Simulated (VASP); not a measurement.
A run of VASP 6.6.1 is set up as follows.

File INCAR:

```
SYSTEM = BaHfO3
ALGO = Normal ; EDIFF = 1E-6
ENCUT = 520 ; GGA = PE
ISIF = 2 ; ISMEAR = 0
LASPH = .True. ; LCHARG = .False.
LREAL = .False. ; LWAVE = .False.
NBANDS = 49 ; NELM = 80
PREC = Accurate ; SIGMA = 0.1
```

Contents of KPOINTS:

```
k-points
0
Gamma
  3 3 4
  0 0 0
```

POSCAR

```
BaHfO3
1.0
    5.9798096861      0.0000000000      0.0000000000
   -2.9899048431      5.1786670980      0.0000000000
    0.0000000000      0.0000000000      5.5370498228
Ba Hf O
2 2 6
Direct
    0.3333333333      0.6666666667      0.7500000000
    0.6666666667      0.3333333333      0.2500000000
    0.0000000000      0.0000000000      0.0000000000
    0.0000000000      0.0000000000      0.5000000000
    0.8470253733      0.6940507465      0.7500000000
    0.3059492535      0.1529746267      0.7500000000
    0.8470253733      0.1529746267      0.7500000000
    0.1529746267      0.3059492535      0.2500000000
    0.6940507465      0.8470253733      0.2500000000
    0.1529746267      0.8470253733      0.2500000000
```

Potentials or basis: VASP PAW PBE potentials, release 64 (Ba_sv, Hf_pv, O).

The run is started by

```bash
$ cat potpaw_PBE.64/Ba_sv/POTCAR potpaw_PBE.64/Hf_pv/POTCAR potpaw_PBE.64/O/POTCAR > POTCAR
$ mpirun -np 1 vasp_std > vasp.out
```

(1) Estimate the pressure.

(2) What does it give for the largest force?

## Answers

(1) -0.7 GPa.

(2) 0.203 eV/Å.
